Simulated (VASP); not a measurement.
# Mg2Si (Fm-3m) in VASP: a series of runs

Mg2Si is run at these levels: r2SCAN; tasks: single point.

All numbers are computed with VASP 6.6.1; they aren't measurements. Logs are shortened: lines on timing, memory, paths and dates and some standing lists are left out, and cuts for length are marked.

## 1. The cell of the first run

Symmetry: Fm-3m, No. 225, cubic system. The conventional cell has a = 6.338 Å, b = 6.338 Å, c = 6.338 Å, α = 90.00°, β = 90.00°, γ = 90.00°. Within 3.6 Å of Mg (site symmetry -43m) lie 4 Si at 2.74 Å and 6 Mg at 3.17 Å. Si (site symmetry m-3m) has 8 Mg at 2.74 Å within 3.6 Å.

## 2. Single point, r2SCAN

POSCAR

```
Mg2Si
1.0
    0.0000000000      3.1690589403      3.1690589403
    3.1690589403      0.0000000000      3.1690589403
    3.1690589403      3.1690589403      0.0000000000
Mg Si
2 1
Direct
    0.2500000000      0.2500000000      0.2500000000
    0.7500000000      0.7500000000      0.7500000000
    0.0000000000      0.0000000000      0.0000000000
```

INCAR.step1

```
SYSTEM = Mg2Si
ALGO     = Normal         ! electronic algorithm
EDIFF    = 1E-5           ! SCF threshold, eV
ENCUT    = 660            ! plane-wave cutoff, eV
GGA      = PE             ! functional
GGA_COMPAT= .False.      
ISMEAR   = 0              ! smearing method
LASPH    = .True.         ! aspherical terms in the spheres
LCHARG   = .False.        ! write CHGCAR
LREAL    = .False.        ! projectors in reciprocal space
LWAVE    = .True.         ! write WAVECAR
NBANDS   = 11             ! bands
NELM     = 120            ! most SCF steps
PREC     = Accurate       ! precision mode
SIGMA    = 0.05           ! smearing width, eV
```

INCAR.step2

```
SYSTEM = Mg2Si
ALGO     = Normal         ! electronic algorithm
EDIFF    = 1E-6           ! SCF threshold, eV
ENCUT    = 660            ! plane-wave cutoff, eV
GGA_COMPAT= .False.      
ISIF     = 2              ! what is computed and relaxed
ISMEAR   = 0              ! smearing method
ISTART   = 1            
LASPH    = .True.         ! aspherical terms in the spheres
LCHARG   = .True.         ! write CHGCAR
LELF     = .True.         ! ELF
LMIXTAU  = .True.       
LREAL    = .False.        ! projectors in reciprocal space
LVHAR    = .True.       
LWAVE    = .False.        ! write WAVECAR
METAGGA  = R2SCAN         ! meta-GGA
NBANDS   = 11             ! bands
NELM     = 120            ! most SCF steps
PREC     = Accurate       ! precision mode
SIGMA    = 0.05           ! smearing width, eV
```

KPOINTS

```
k-points
0
Gamma
  10 10 10
  0 0 0
```

Potentials or basis: VASP PAW PBE potentials, release 64 (Mg, Si).

Run with:

```
cat potpaw_PBE.64/Mg/POTCAR potpaw_PBE.64/Si/POTCAR > POTCAR
cp INCAR.step1 INCAR
mpirun -np 1 vasp_std > vasp.out
cp INCAR.step2 INCAR
mpirun -np 1 vasp_std > vasp.out
```

OUTCAR:

```text
SYSTEM = Mg2Si
   EDIFF = 1E-6
   ENCUT = 660
   ISIF = 2
   ISMEAR = 0
   ISTART = 1
   LASPH = .True.
   LREAL = .False.
   METAGGA = R2SCAN
   NELM = 120
   PREC = Accurate

 ion  position               nearest neighbor table
   1  0.250  0.250  0.250-   3 2.74   3 2.74   3 2.74   3 2.74   2 3.17   2 3.17   2 3.17   2 3.17
                             2 3.17   2 3.17
   2  0.750  0.750  0.750-   3 2.74   3 2.74   3 2.74   3 2.74   1 3.17   1 3.17   1 3.17   1 3.17
                             1 3.17   1 3.17
   3  0.000  0.000  0.000-   2 2.74   2 2.74   2 2.74   1 2.74   2 2.74   1 2.74   1 2.74   1 2.74

  LATTYP: Found a face centered cubic cell.
 ALAT       =     6.3381178806

  Lattice vectors:

 A1 = (   0.0000000000,   3.1690589403,   3.1690589403)
 A2 = (   3.1690589403,   0.0000000000,   3.1690589403)
 A3 = (   3.1690589403,   3.1690589403,   0.0000000000)

Analysis of symmetry for initial positions (statically):
=====================================================================
 Subroutine PRICEL returns:
 Original cell was already a primitive cell.

 Routine SETGRP: Setting up the symmetry group for a
 face centered cubic supercell.

 Subroutine GETGRP returns: Found 48 space group operations
[... 9 lines left out ...]

 Routine SETGRP: Setting up the symmetry group for a
 face centered cubic supercell.

 Subroutine GETGRP returns: Found 48 space group operations
[... 11 lines left out ...]
                                     Primitive cell

  volume of cell :      63.6533

  direct lattice vectors                    reciprocal lattice vectors
     0.000000000  3.169058940  3.169058940    -0.157775545  0.157775545  0.157775545
     3.169058940  0.000000000  3.169058940     0.157775545 -0.157775545  0.157775545
     3.169058940  3.169058940  0.000000000     0.157775545  0.157775545 -0.157775545

  length of vectors
     4.481726133  4.481726133  4.481726133     0.273275259  0.273275259  0.273275259

  position of ions in fractional coordinates (direct lattice)
     0.250000000  0.250000000  0.250000000
     0.750000000  0.750000000  0.750000000
     0.000000000  0.000000000  0.000000000

  ion indices of the primitive-cell ions
   primitive index   ion index
                 1           1
                 2           2
                 3           3

----------------------------------------------------------------------------------------

 KPOINTS: k-points

Automatic generation of k-mesh.
 Grid dimensions read from file:
 generate k-points for:   10   10   10

 Generating k-lattice:

  Cartesian coordinates                     Fractional coordinates (reciprocal lattice)
    -0.015777554  0.015777554  0.015777554     0.100000000  0.000000000  0.000000000
     0.015777554 -0.015777554  0.015777554     0.000000000  0.100000000  0.000000000
     0.015777554  0.015777554 -0.015777554     0.000000000  0.000000000  0.100000000

  Length of vectors
     0.027327526  0.027327526  0.027327526

  Shift w.r.t. Gamma in fractional coordinates (k-lattice)
     0.000000000  0.000000000  0.000000000

 Subroutine IBZKPT returns following result:
 ===========================================

 Found     47 irreducible k-points:

 Following reciprocal coordinates:
            Coordinates               Weight
  0.000000  0.000000  0.000000      1.000000
  0.100000  0.000000  0.000000      8.000000
  0.200000  0.000000  0.000000      8.000000
  0.300000  0.000000  0.000000      8.000000
  0.400000  0.000000  0.000000      8.000000
  0.500000  0.000000  0.000000      4.000000
[... 16 lines left out ...]
  0.300000  0.300000  0.000000      6.000000
  0.400000  0.300000  0.000000     24.000000
 [... further k-points ...]
   k-points           NKPTS =     47   k-points in BZ     NKDIM =     47   number of bands    NBANDS=     11
   number of dos      NEDOS =    301   number of ions     NIONS =      3
   total plane-waves  NPLWV =  64000
   dimension x,y,z NGX =    40 NGY =   40 NGZ =   40
   dimension x,y,z NGXF=    80 NGYF=   80 NGZF=   80
   ions per type =               2   1
[... 47 lines left out ...]
     10       9.5241      0.00000
     11      11.1452      0.00000

 k-point     2 :       0.1000    0.0000    0.0000
  band No.  band energies     occupation
      1      -5.8906      2.00000
      2       2.7500      2.00000
      3       3.4489      2.00000
      4       3.4489      2.00000
      5       6.1184      0.00000
      6       6.5984      0.00000
      7       6.5984      0.00000
      8       7.0072      0.00000
      9       9.1065      0.00000
     10       9.1065      0.00000
     11      11.2556      0.00000

 k-point     3 :       0.2000    0.0000    0.0000
  band No.  band energies     occupation
      1      -5.6144      2.00000
      2       1.3856      2.00000
      3       3.2201      2.00000
      4       3.2201      2.00000
      5       5.8325      0.00000
      6       6.8889      0.00000
      7       6.8889      0.00000
      8       8.3635      0.00000
      9       8.8029      0.00000
     10       8.8029      0.00000
     11      10.7168      0.00000

 k-point     4 :       0.3000    0.0000    0.0000
  band No.  band energies     occupation
      1      -5.1919      2.00000
      2       0.0854      2.00000
      3       3.0049      2.00000
      4       3.0049      2.00000
      5       5.5484      0.00000
      6       6.7558      0.00000
      7       6.7558      0.00000
      8       9.3344      0.00000
      9       9.4192      0.00000
     10       9.4192      0.00000
     11      10.6931      0.00000
[... 239 lines left out ...]
 k-point    22 :      -0.2000    0.2000    0.0000
  band No.  band energies     occupation
      1      -5.0476      2.00000
      2       0.4243      2.00000
      3       1.3754      2.00000
      4       3.0711      2.00000
      5       6.2242      0.00000
      6       7.4777      0.00000
      7       7.5187      0.00000
      8       7.8311      0.00000
      9       7.8789      0.00000
     10      12.1242      0.00000
     11      12.6488      0.00000

 k-point    23 :       0.3000    0.3000    0.0000
  band No.  band energies     occupation
      1      -4.9157      2.00000
      2       0.5393      2.00000
      3       1.9902      2.00000
      4       1.9902      2.00000
      5       4.8453      0.00000
      6       5.0717      0.00000
      7       9.4731      0.00000
      8       9.4731      0.00000
      9      10.5239      0.00000
     10      10.9246      0.00000
     11      13.7933      0.00000

 k-point    24 :       0.4000    0.3000    0.0000
  band No.  band energies     occupation
      1      -4.5460      2.00000
      2      -0.0779      2.00000
      3       1.4808      2.00000
      4       1.8368      2.00000
      5       4.6761      0.00000
      6       5.2055      0.00000
      7       9.5684      0.00000
      8       9.5889      0.00000
      9      11.9113      0.00000
     10      11.9241      0.00000
     11      13.6260      0.00000

 [... further k-points ...]

------------------------ aborting loop because EDIFF is reached ----------------------------------------

  FORCE on cell =-STRESS in cart. coord.  units (eV):
  Direction    XX          YY          ZZ          XY          YZ          ZX
  --------------------------------------------------------------------------------------
  -------------------------------------------------------------------------------------
  Total       -0.1138309     -0.1138309     -0.1138309     -0.0000000      0.0000000     -0.0000000
  in kB       -2.8651661     -2.8651661     -2.8651661     -0.0000000      0.0000000     -0.0000000
  external PRESSURE =      -2.8651661 kB  Pullay stress =       0.0000000 kB

 VOLUME and BASIS-vectors are now :
 -----------------------------------------------------------------------------
  energy-cutoff  :      660.00
  volume of cell :       63.65
      direct lattice vectors                 reciprocal lattice vectors
     0.000000000  3.169058940  3.169058940    -0.157775545  0.157775545  0.157775545
     3.169058940  0.000000000  3.169058940     0.157775545 -0.157775545  0.157775545
     3.169058940  3.169058940  0.000000000     0.157775545  0.157775545 -0.157775545

 POSITION                                       TOTAL-FORCE (eV/Angst)
 -----------------------------------------------------------------------------------
      1.58453      1.58453      1.58453        -0.000000     -0.000000     -0.000000
      4.75359      4.75359      4.75359         0.000000      0.000000      0.000000
      0.00000      0.00000      0.00000         0.000000     -0.000000      0.000000
 -----------------------------------------------------------------------------------
    total drift:                               -0.000000      0.000000     -0.000000

  FREE ENERGIE OF THE ION-ELECTRON SYSTEM (eV)
  ---------------------------------------------------
  free  energy   TOTEN  =       -17.6859005772 eV

  energy  without entropy=      -17.6859005772  energy(sigma->0) =      -17.68590058
```

Wall time 3.8 min (1 thread of Intel Xeon Platinum 8259CL at 2.50GHz (Skylake/Cascade Lake), shared host); peak memory 0.28 GiB.

Results:

| Property | Result |
| --- | --- |
| Free energy | -17.6859 eV |
| Pressure | -0.3 GPa |
| Band gap on the k mesh | 0.45 eV, indirect (least direct gap 2.48 eV) |

Caveat: the PAW data sets were made with another functional, which shifts forces and pressure a little. A k mesh can miss the band edges.

## 3. Single point, r2SCAN

POSCAR is that of step 2.

INCAR.step1

```
PREC = Accurate
ENCUT = 660
ISMEAR = 0
SIGMA = 0.05
LREAL = False
LASPH = True
NELM = 120
NBANDS = 11
GGA = PE
ALGO = Normal
EDIFF = 1E-5
LWAVE = True
LCHARG = False
GGA_COMPAT = False
```

INCAR.step2

```
PREC = Accurate
ENCUT = 660
EDIFF = 1E-6
ISMEAR = 0
SIGMA = 0.05
LREAL = False
LASPH = True
NELM = 120
ALGO = Normal
ISIF = 2
LWAVE = False
LCHARG = True
METAGGA = R2SCAN
LMIXTAU = True
LELF = True
LVHAR = True
NBANDS = 11
ISTART = 1
GGA_COMPAT = False
```

KPOINTS

```
regular mesh
0
Gamma
  10 10 10
```

Potentials or basis: VASP PAW PBE potentials, release 64 (Mg, Si).

Run with:

```
cat potpaw_PBE.64/Mg/POTCAR potpaw_PBE.64/Si/POTCAR > POTCAR
cp INCAR.step1 INCAR
mpirun -np 1 vasp_std > vasp.out
cp INCAR.step2 INCAR
mpirun -np 1 vasp_std > vasp.out
```

Wall time 4.5 min (1 thread of Intel Xeon Platinum 8259CL at 2.50GHz (Skylake/Cascade Lake), shared host); peak memory 0.27 GiB.

The run converged. Its results:

| Item | Value |
| --- | --- |
| Free energy | -17.6859 eV |
| Pressure | -0.3 GPa |
| Band gap on the k mesh | 0.45 eV, indirect (least direct gap 2.48 eV) |

Levels at points of the mesh, in eV from the valence-band top:
```tsv
k point	band 1	band 2	band 3	band 4	band 5	band 6	band 7	band 8
(0.00, 0.00, 0.00)	-9.54	0.00	0.00	0.00	2.49	2.84	2.84	2.84
(0.50, 0.00, 0.00)	-8.05	-4.91	-0.74	-0.74	1.74	2.83	2.83	5.64
(0.50, 0.50, 0.00)	-7.46	-4.56	-2.04	-2.04	0.45	0.76	8.69	8.69
```

Caveat: the PAW data sets were made with another functional, which shifts forces and pressure a little.

## 4. Single point, r2SCAN

POSCAR is that of step 3.

INCAR.step1

```
SYSTEM = Mg2Si
  ALGO = Normal
  EDIFF = 1E-5
  ENCUT = 660
  GGA = PE
  GGA_COMPAT = .FALSE.
  ISMEAR = 1
  LASPH = .TRUE.
  LCHARG = .FALSE.
  LREAL = .FALSE.
  LWAVE = .TRUE.
  NBANDS = 11
  NELM = 120
  PREC = Accurate
  SIGMA = 0.01
```

INCAR.step2

```
SYSTEM = Mg2Si
  ALGO = Normal
  EDIFF = 1E-6
  ENCUT = 660
  GGA_COMPAT = .FALSE.
  ISIF = 2
  ISMEAR = 1
  ISTART = 1
  LASPH = .TRUE.
  LCHARG = .FALSE.
  LMIXTAU = .TRUE.
  LREAL = .FALSE.
  LWAVE = .FALSE.
  METAGGA = R2SCAN
  NBANDS = 11
  NELM = 120
  PREC = Accurate
  SIGMA = 0.01
```

KPOINTS

```
k-points
0
G
  10 10 10
  0 0 0
```

Run with:

```
cat potpaw_PBE.64/Mg/POTCAR potpaw_PBE.64/Si/POTCAR > POTCAR
cp INCAR.step1 INCAR
mpirun -np 1 vasp_std > vasp.out
cp INCAR.step2 INCAR
mpirun -np 1 vasp_std > vasp.out
```

It took 4 min on 1 thread of Intel Xeon Platinum 8259CL at 2.50GHz (Skylake/Cascade Lake), shared host; peak memory 0.28 GiB.

Results (log left out):

- Free energy: -17.6859 eV
- Pressure: -0.3 GPa
- Band gap on the k mesh: 0.45 eV, indirect (least direct gap 2.48 eV)

Levels at points of the mesh, in eV from the valence-band top:
| k point | band 1 | band 2 | band 3 | band 4 | band 5 | band 6 | band 7 | band 8 |
| --- | --- | --- | --- | --- | --- | --- | --- | --- |
| (0.00, 0.00, 0.00) | -9.54 | 0.00 | 0.00 | 0.00 | 2.49 | 2.84 | 2.84 | 2.84 |
| (0.50, 0.00, 0.00) | -8.05 | -4.91 | -0.74 | -0.74 | 1.74 | 2.83 | 2.83 | 5.64 |
| (0.50, 0.50, 0.00) | -7.46 | -4.56 | -2.04 | -2.04 | 0.45 | 0.76 | 8.69 | 8.69 |

Caveat: the PAW data sets were made with another functional, which shifts forces and pressure a little.

## 5. Single point, r2SCAN

POSCAR is that of step 4.

INCAR.step1

```
PREC     = Accurate       # precision mode
ENCUT    = 660            # plane-wave cutoff, eV
ISMEAR   = -4             # smearing method
SIGMA    = 0.1            # smearing width, eV
LREAL    = False          # projectors in reciprocal space
LASPH    = True           # aspherical terms in the spheres
NELM     = 120            # most SCF steps
NBANDS   = 11             # bands
GGA      = PE             # functional
ALGO     = Normal         # electronic algorithm
EDIFF    = 1E-5           # SCF threshold, eV
LWAVE    = True           # write WAVECAR
LCHARG   = False          # write CHGCAR
GGA_COMPAT= False
```

INCAR.step2

```
PREC     = Accurate       # precision mode
ENCUT    = 660            # plane-wave cutoff, eV
EDIFF    = 1E-6           # SCF threshold, eV
ISMEAR   = -4             # smearing method
SIGMA    = 0.1            # smearing width, eV
LREAL    = False          # projectors in reciprocal space
LASPH    = True           # aspherical terms in the spheres
NELM     = 120            # most SCF steps
ALGO     = Normal         # electronic algorithm
ISIF     = 2              # what is computed and relaxed
LWAVE    = False          # write WAVECAR
LCHARG   = True           # write CHGCAR
METAGGA  = R2SCAN         # meta-GGA
LMIXTAU  = True         
LELF     = True           # ELF
LVHAR    = True         
NBANDS   = 11             # bands
ISTART   = 1            
GGA_COMPAT= False
```

KPOINTS

```
regular mesh
0
Gamma
  10 10 10
```

Run with:

```
cat potpaw_PBE.64/Mg/POTCAR potpaw_PBE.64/Si/POTCAR > POTCAR
cp INCAR.step1 INCAR
mpirun -np 1 vasp_std > vasp.out
cp INCAR.step2 INCAR
mpirun -np 1 vasp_std > vasp.out
```

It took 4.1 min on 1 thread of Intel Xeon Platinum 8259CL at 2.50GHz (Skylake/Cascade Lake), shared host; peak memory 0.28 GiB.

It converged, with:

```yaml
Free_energy: -17.6859 eV
Pressure: -0.3 GPa
Band_gap_on_the_k_mesh: 0.45 eV, indirect (least direct gap 2.48 eV)
```

Levels at points of the mesh, in eV from the valence-band top:
```tsv
k point	band 1	band 2	band 3	band 4	band 5	band 6	band 7	band 8
(0.00, 0.00, 0.00)	-9.54	0.00	0.00	0.00	2.49	2.84	2.84	2.84
(0.50, 0.00, 0.00)	-8.05	-4.91	-0.74	-0.74	1.74	2.83	2.83	5.64
(0.50, 0.50, 0.00)	-7.46	-4.56	-2.04	-2.04	0.45	0.76	8.69	8.69
```

Caveat: the PAW data sets were made with another functional, which shifts forces and pressure a little.

## 6. Single point, r2SCAN

This run uses another cell than the first one, of 21.48 Å³/atom, 1.012 times its volume.

POSCAR

```
Mg2Si
1.0
    0.0000000000      3.1820363605      3.1820363605
    3.1820363605      0.0000000000      3.1820363605
    3.1820363605      3.1820363605      0.0000000000
Mg Si
2 1
Direct
    0.2500000000      0.2500000000      0.2500000000
    0.7500000000      0.7500000000      0.7500000000
    0.0000000000      0.0000000000      0.0000000000
```

INCAR.step1

```
SYSTEM = Mg2Si
  PREC = Accurate
  ENCUT = 660
  ISMEAR = 0
  SIGMA = 0.05
  LREAL = .False.
  LASPH = .True.
  NELM = 120
  NBANDS = 11
  GGA = PE
  ALGO = Normal
  EDIFF = 1E-5
  LWAVE = .True.
  LCHARG = .False.
  GGA_COMPAT = .False.
```

INCAR.step2

```
SYSTEM = Mg2Si
  PREC = Accurate
  ENCUT = 660
  EDIFF = 1E-6
  ISMEAR = 0
  SIGMA = 0.05
  LREAL = .False.
  LASPH = .True.
  NELM = 120
  ALGO = Normal
  ISIF = 2
  LWAVE = .False.
  LCHARG = .True.
  METAGGA = R2SCAN
  LMIXTAU = .True.
  LELF = .True.
  LVHAR = .True.
  NBANDS = 11
  ISTART = 1
  GGA_COMPAT = .False.
```

KPOINTS

```
Automatic mesh
0
Gamma
  10 10 10
  0 0 0
```

Potentials or basis: VASP PAW PBE potentials, release 64 (Mg, Si).

Run with:

```
cat potpaw_PBE.64/Mg/POTCAR potpaw_PBE.64/Si/POTCAR > POTCAR
cp INCAR.step1 INCAR
mpirun -np 1 vasp_std > vasp.out
cp INCAR.step2 INCAR
mpirun -np 1 vasp_std > vasp.out
```

Run time: 4.3 min. Hardware: 1 thread of Intel Xeon Platinum 8259CL at 2.50GHz (Skylake/Cascade Lake), shared host; peak memory 0.28 GiB.

The run converged. Its results:

| Item | Value |
| --- | --- |
| Free energy | -17.6828 eV |
| Pressure | -1.0 GPa |
| Band gap on the k mesh | 0.46 eV, indirect (least direct gap 2.42 eV) |

Levels at points of the mesh, in eV from the valence-band top:
| k point | band 2 | band 3 | band 4 | band 5 | band 6 | band 7 |
| --- | --- | --- | --- | --- | --- | --- |
| (0.00, 0.00, 0.00) | 0.00 | 0.00 | 0.00 | 2.42 | 2.82 | 2.82 |
| (0.50, 0.00, 0.00) | -4.87 | -0.74 | -0.74 | 1.69 | 2.82 | 2.82 |
| (0.50, 0.50, 0.00) | -4.53 | -2.03 | -2.03 | 0.46 | 0.74 | 8.61 |

Caveat: the PAW data sets were made with another functional, which shifts forces and pressure a little.

## 7. The runs side by side

| cell | smearing | gap on the mesh (eV) | pressure (GPa) |
| --- | --- | --- | --- |
| a = 4.482 Å, angles 60.0°, 3 atoms | gaussian 0.05 eV | 0.45 | -0.3 |
| a = 4.482 Å, angles 60.0°, 3 atoms | methfessel-paxton 0.01 eV | 0.45 | -0.3 |
| a = 4.482 Å, angles 60.0°, 3 atoms | tetrahedron | 0.45 | -0.3 |
| a = 4.500 Å, angles 60.0°, 3 atoms | gaussian 0.05 eV | 0.46 | -1.0 |

Alike in all rows: task single point; level r2SCAN; potentials or basis VASP PAW PBE potentials, release 64 (Mg, Si); no spin polarisation; k mesh 10 × 10 × 10; cutoff (eV) 660.

On the cell as given the gap runs from 0.45 eV (r2SCAN) to 0.45 eV (r2SCAN).

Caveats: the PAW data sets were made with another functional, which shifts forces and pressure a little.

Absolute energies hang on the potentials; compare differences alone.
